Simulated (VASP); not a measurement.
A run of VASP 6.6.1 is set up as follows.

The input INCAR:

```
SYSTEM = SiC
PREC     = Accurate       ! precision mode
ENCUT    = 520            ! plane-wave cutoff, eV
EDIFF    = 1E-6           ! SCF threshold, eV
ISMEAR   = 0              ! smearing method
SIGMA    = 0.05           ! smearing width, eV
LREAL    = .False.        ! projectors in reciprocal space
LASPH    = .True.         ! aspherical terms in the spheres
NELM     = 60             ! most SCF steps
ALGO     = Normal         ! electronic algorithm
ISIF     = 2              ! what is computed and relaxed
LWAVE    = .False.        ! write WAVECAR
LCHARG   = .False.        ! write CHGCAR
GGA      = PE             ! functional
NBANDS   = 11             ! bands
```

Contents of KPOINTS:

```
Automatic mesh
0
Gamma
  10 10 10
  0 0 0
```

Contents of POSCAR:

```
SiC
1.0
    0.0000000000      2.2993572998      2.2993572998
    2.2993572998      0.0000000000      2.2993572998
    2.2993572998      2.2993572998      0.0000000000
Si C
1 1
Direct
    0.0000000000      0.0000000000      0.0000000000
    0.7500000000      0.7500000000      0.7500000000
```

Potentials or basis: VASP PAW PBE potentials, release 64 (Si, C).

Launch:

```console
$ cat potpaw_PBE.64/Si/POTCAR potpaw_PBE.64/C/POTCAR > POTCAR
$ mpirun -np 1 vasp_std > vasp.out
```

Question: Estimate the pressure.

Answer: -23.2 GPa.

Question: Estimate the band gap on the k mesh.

Answer: 1.49 eV, indirect (least direct gap 4.36 eV).

Caveat: the cell differs from its parent crystal (strain +0.050 along x and y, +0.050 along z). A k mesh can miss the band edges.
